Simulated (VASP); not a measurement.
# GaSi16 (a cell with a defect) in VASP: further runs

GaSi16 (a cell with a defect) is run at these levels: PBE+D3(BJ); tasks: single point.

Program: VASP 6.6.1. These are calculated values, not measurements. Logs are shortened: lines on timing, memory, paths and dates and some standing lists are left out, and cuts for length are marked.

## Step 1: The cell of the first run

The cell holds a defect, 17 atoms: a = 7.679 Å, b = 7.679 Å, c = 7.679 Å, α = 60.00°, β = 60.00°, γ = 60.00°.

## Step 2: Single point, PBE+D3(BJ), collinear spin, zero start

Input file INCAR:

```
SYSTEM = GaSi16
ALGO     = Normal         ! electronic algorithm
EDIFF    = 1E-6           ! SCF threshold, eV
ENCUT    = 520            ! plane-wave cutoff, eV
GGA      = PE             ! functional
ISIF     = 2              ! what is computed and relaxed
ISMEAR   = 0              ! smearing method
ISPIN    = 2              ! spin polarisation
IVDW     = 12             ! dispersion correction
LASPH    = .TRUE.         ! aspherical terms in the spheres
LCHARG   = .FALSE.        ! write CHGCAR
LORBIT   = 11             ! projections on sites
LREAL    = Auto         
LWAVE    = .FALSE.        ! write WAVECAR
MAGMOM   = 0 0 0 0 0 0 0 0 0 0 0 0 0 0 0 0 0 ! initial moments
NBANDS   = 56             ! bands
NELM     = 150            ! most SCF steps
PREC     = Accurate       ! precision mode
SIGMA    = 0.05           ! smearing width, eV
```

Input file KPOINTS:

```
k-points
0
G
  2 2 2
  0 0 0
```

Input file POSCAR:

```
GaSi16
1.0
    0.0000000000      5.4300000000      5.4300000000
    5.4300000000      0.0000000000      5.4300000000
    5.4300000000      5.4300000000      0.0000000000
Si Ga
16 1
Direct
    0.0005249540      0.0025888582     -0.0011148250
    0.1211659300      0.1210499079      0.1211510129
   -0.0025139963     -0.0026117864      0.5026611418
    0.1208631676      0.1207044199      0.6375707182
   -0.0029813996      0.5033399632     -0.0028392265
    0.1193243094      0.6415648250      0.1195189687
   -0.0030838858      0.5033050645      0.5026308471
    0.1287134438      0.6238519337      0.6237206262
    0.5029727440     -0.0028233886     -0.0025904236
    0.6393226519      0.1199953959      0.1203324125
    0.5029416206     -0.0029313076      0.5026040516
    0.6239323204      0.1282584715      0.6239072744
    0.5029026703      0.5032512891     -0.0031225599
    0.6236013812      0.6237144567      0.1291256906
    0.4998604052      0.4994145488      0.5002502762
    0.6235182320      0.6236377532      0.6234802947
    0.2507153775      0.2537015654      1.2484010129
```

Potentials or basis: VASP PAW PBE potentials, release 64 (Si, Ga_d).

Started as:

```
$ cat potpaw_PBE.64/Si/POTCAR potpaw_PBE.64/Ga_d/POTCAR > POTCAR
$ mpirun -np 1 vasp_std > vasp.out
```

OUTCAR:

```text
SYSTEM = GaSi16
   EDIFF = 1E-6
   ENCUT = 520
   GGA = PE
   ISIF = 2
   ISMEAR = 0
   ISPIN = 2
   IVDW = 12
   LASPH = .TRUE.
   LORBIT = 11
   LREAL = Auto
   NELM = 150
   PREC = Accurate
 IVDW          = 12

 ion  position               nearest neighbor table
   1  0.001  0.003  0.999-   6 2.26  10 2.26   4 2.27   2 2.27
   2  0.121  0.121  0.121-   1 2.27   3 2.39   9 2.39   5 2.40  17 2.44
   3  0.997  0.997  0.503-   8 2.34  12 2.34   2 2.39   4 2.39  17 2.77
   4  0.121  0.121  0.638-   1 2.27   3 2.39  11 2.40   7 2.40  17 2.44
   5  0.997  0.503  0.997-  14 2.34   8 2.34   2 2.40   6 2.40  17 2.74
   6  0.119  0.642  0.120-   1 2.26   5 2.40   7 2.40  13 2.41  17 2.43
   7  0.997  0.503  0.503-  16 2.34   8 2.34   4 2.40   6 2.40  17 2.74
   8  0.129  0.624  0.624-  15 2.33   7 2.34   5 2.34   3 2.34
   9  0.503  0.997  0.997-  14 2.34  12 2.34   2 2.39  10 2.40  17 2.76
  10  0.639  0.120  0.120-   1 2.26   9 2.40  11 2.40  13 2.40  17 2.44
  11  0.503  0.997  0.503-  16 2.34  12 2.34   4 2.40  10 2.40  17 2.75
  12  0.624  0.128  0.624-  15 2.33  11 2.34   9 2.34   3 2.34
  13  0.503  0.503  0.997-  16 2.34  14 2.34  10 2.40   6 2.41  17 2.72
  14  0.624  0.624  0.129-  15 2.33  13 2.34   5 2.34   9 2.34
  15  0.500  0.499  0.500-  16 2.33  14 2.33   8 2.33  12 2.33
  16  0.624  0.624  0.623-  15 2.33   7 2.34  13 2.34  11 2.34
  17  0.251  0.254  0.248-   6 2.43  10 2.44   4 2.44   2 2.44  13 2.72   7 2.74   5 2.74  11 2.75
                             9 2.76   3 2.77

  LATTYP: Found a face centered cubic cell.
 ALAT       =    10.8600000000

  Lattice vectors:

 A1 = (   0.0000000000,   5.4300000000,   5.4300000000)
 A2 = (   5.4300000000,   0.0000000000,   5.4300000000)
 A3 = (   5.4300000000,   5.4300000000,   0.0000000000)

Analysis of symmetry for initial positions (statically):
=====================================================================
 Subroutine PRICEL returns:
 Original cell was already a primitive cell.

 Routine SETGRP: Setting up the symmetry group for a
 face centered cubic supercell.

 Subroutine GETGRP returns: Found  1 space group operations
 (whereof  1 operations were pure point group operations)
 out of a pool of 48 trial point group operations.

The static configuration has the point symmetry C_1 .

Analysis of symmetry for dynamics (positions and initial velocities):
=====================================================================
 Subroutine PRICEL returns:
 Original cell was already a primitive cell.

 Routine SETGRP: Setting up the symmetry group for a
 face centered cubic supercell.

 Subroutine GETGRP returns: Found  1 space group operations
[... 176 lines left out ...]
  ---------------------------------------------------
  free energy    TOTEN  =       -85.66304981 eV

  energy without entropy =      -85.65598734  energy(sigma->0) =      -85.65951857

 E-fermi :   6.8803     XC(G=0):  -9.7303

 val. band max:        6.8792670737   @ k =   0.0000   0.0000   0.0000
 cond. band min:       6.8812702675   @ k =   0.0000   0.0000   0.0000
 fundamental gap:      0.0020031938
 Fermi energy:         6.8802527576

 spin component 1

 k-point     1 :       0.0000    0.0000    0.0000
  band No.  band energies     occupation
      1      -8.6893      1.00000
      2      -8.6886      1.00000
      3      -8.6876      1.00000
      4      -8.6694      1.00000
      5      -8.6691      1.00000
      6      -6.1599      1.00000
[... 413 lines left out ...]
     49      10.3080      0.00000
     50      10.4778      0.00000
 Fermi energy:         6.8802527576

 spin component 2

 k-point     1 :       0.0000    0.0000    0.0000
  band No.  band energies     occupation
      1      -8.6894      1.00000
      2      -8.6886      1.00000
      3      -8.6876      1.00000
      4      -8.6694      1.00000
      5      -8.6691      1.00000
      6      -6.1599      1.00000
[... 413 lines left out ...]
     49      10.3080      0.00000
     50      10.4778      0.00000
 [bands above 50 left out]

------------------------ aborting loop because EDIFF is reached ----------------------------------------

 Edisp (eV)   -5.62358

 E8    (eV) :    -2.3457

  FORCE on cell =-STRESS in cart. coord.  units (eV):
  Direction    XX          YY          ZZ          XY          YZ          ZX
  --------------------------------------------------------------------------------------
  -------------------------------------------------------------------------------------
  Total       6.56702     6.57051     6.55124    -0.04457    -0.02080     0.01178
  in kB      32.85864    32.87611    32.77969    -0.22303    -0.10408     0.05896
  external pressure =       32.84 kB  Pullay stress =        0.00 kB

 VOLUME and BASIS-vectors are now :
 -----------------------------------------------------------------------------
  energy-cutoff  :      520.00
  volume of cell :      320.21
      direct lattice vectors                 reciprocal lattice vectors
     0.000000000  5.430000000  5.430000000    -0.092081031  0.092081031  0.092081031
     5.430000000  0.000000000  5.430000000     0.092081031 -0.092081031  0.092081031
     5.430000000  5.430000000  0.000000000     0.092081031  0.092081031 -0.092081031

 POSITION                                       TOTAL-FORCE (eV/Angst)
 -----------------------------------------------------------------------------------
      5.43800      5.42680      0.01691         0.001487     -0.001631     -0.000065
      1.31515      1.31578      1.31523        -0.002644     -0.013934      0.003589
      8.14527      8.14580     10.83217         0.000771      0.001888     -0.007082
      4.11743      4.11830      1.31171         0.013891      0.001012      0.008524
      8.14772     10.82839      8.14695         0.010379      0.005473      0.010341
      4.13268      1.29692      4.13163        -0.017614      0.021234     -0.009807
[... 9 lines left out ...]
      6.77185      6.77120      6.77206         0.000416      0.002474      0.000201
      2.72642      2.71020      2.73898        -0.012233      0.005387     -0.026112
 -----------------------------------------------------------------------------------
    total drift:                                0.001920      0.001053     -0.000006

  FREE ENERGIE OF THE ION-ELECTRON SYSTEM (eV)
  ---------------------------------------------------
  free  energy   TOTEN  =       -91.2866291334 eV

  energy  without entropy=      -91.2795666697  energy(sigma->0) =      -91.28309790

 total charge

# of ion       s       p       d       tot
------------------------------------------
    1        0.757   1.008   0.000   1.764
    2        0.756   0.944   0.000   1.700
    3        0.745   0.931   0.000   1.676
    4        0.757   0.943   0.000   1.700
    5        0.745   0.929   0.000   1.675
    6        0.758   0.940   0.000   1.698
[... 9 lines left out ...]
   16        0.746   0.955   0.000   1.701
   17        1.085   0.714  10.057  11.856
--------------------------------------------------
tot         13.060  15.858  10.057  38.975

 magnetization (x)

# of ion       s       p       d       tot
------------------------------------------
    1        0.000  -0.000   0.000  -0.000
    2        0.000   0.000   0.000   0.000
    3        0.000  -0.000   0.000   0.000
    4       -0.000   0.000   0.000   0.000
    5        0.000  -0.000   0.000  -0.000
    6        0.000   0.000   0.000   0.000
[... 9 lines left out ...]
   16        0.000   0.000   0.000   0.000
   17       -0.000   0.000   0.000   0.000
--------------------------------------------------
tot          0.000  -0.000   0.000   0.000
```

OSZICAR:

```text
N       E                     dE             d eps       ncg     rms          rms(c)
DAV:   1     0.340648160097E+03    0.34065E+03   -0.29351E+04  1792   0.126E+03
DAV:   2    -0.387233796590E+02   -0.37937E+03   -0.34970E+03  2064   0.247E+02
DAV:   3    -0.850064947803E+02   -0.46283E+02   -0.43902E+02  2128   0.892E+01
DAV:   4    -0.871986481275E+02   -0.21922E+01   -0.21483E+01  2272   0.184E+01
DAV:   5    -0.872791496098E+02   -0.80501E-01   -0.79963E-01  2448   0.345E+00    0.143E+01
DAV:   6    -0.861362473738E+02    0.11429E+01   -0.76028E-01  2496   0.526E+00    0.869E+00
DAV:   7    -0.856549881681E+02    0.48126E+00   -0.12515E+00  2192   0.356E+00    0.651E-01
DAV:   8    -0.856602804165E+02   -0.52922E-02   -0.99717E-02  2272   0.191E+00    0.358E-01
DAV:   9    -0.856621537747E+02   -0.18734E-02   -0.67712E-03  2512   0.422E-01    0.206E-01
DAV:  10    -0.856627103962E+02   -0.55662E-03   -0.76821E-04  2264   0.118E-01    0.125E-01
DAV:  11    -0.856629637192E+02   -0.25332E-03   -0.17387E-04  2232   0.606E-02    0.529E-02
DAV:  12    -0.856630449584E+02   -0.81239E-04   -0.10054E-04  2144   0.461E-02    0.963E-03
DAV:  13    -0.856630484951E+02   -0.35367E-05   -0.62262E-06  2352   0.113E-02    0.493E-03
DAV:  14    -0.856630495510E+02   -0.10559E-05   -0.10319E-06  1592   0.412E-03    0.235E-03
DAV:  15    -0.856630498062E+02   -0.25520E-06   -0.40605E-07  1280   0.253E-03
   1 F= -.91286629E+02 E0= -.91283098E+02  d E =-.706246E-02  mag=     0.0000
```

stdout:

```text
POSCAR found type information on POSCAR SiGa
 POSCAR found :  2 types and      17 ions
 scaLAPACK will be used
 LDA part: xc-table for (Slater+PW92), standard interpolation
 POSCAR, INCAR and KPOINTS ok, starting setup
 FFT: planning ... GRIDC
 FFT: planning ... GRID_SOFT
 FFT: planning ... GRID
 WAVECAR not read
 entering main loop
```

Run time: 7.6 min. Hardware: 1 thread of Intel Xeon Platinum 8488C (Sapphire Rapids), shared host; peak memory 0.72 GiB.

What came out:

* Free energy: -91.2866 eV
* Pressure: 3.3 GPa
* Largest force: 0.029 eV/Å
* Net moment: 0.00 μB per cell
* Valence electrons inside the program's atomic spheres: Si 1.76, 1.70, 1.68, 1.67, 1.71; Ga 11.86
* Dispersion energy per atom: -0.331 eV

Forces in eV/Å, atoms in the order of the input:
```
Si   0.001 -0.002  0.000
Si  -0.003 -0.014  0.004
Si   0.001  0.002 -0.007
Si   0.014  0.001  0.009
Si   0.010  0.005  0.010
Si  -0.018  0.021 -0.010
Si  -0.008 -0.009  0.009
Si   0.000  0.000 -0.001
Si  -0.003  0.004  0.004
Si   0.012 -0.009  0.011
Si  -0.003  0.001  0.003
Si   0.000  0.000  0.000
Si   0.006 -0.006 -0.011
Si  -0.002 -0.001  0.001
Si   0.003 -0.002  0.005
Si   0.000  0.002  0.000
Ga  -0.012  0.005 -0.026
```

Caveat: the k points lie up to 0.50 Å⁻¹ apart.

(Part 1 of 3 ends here.)
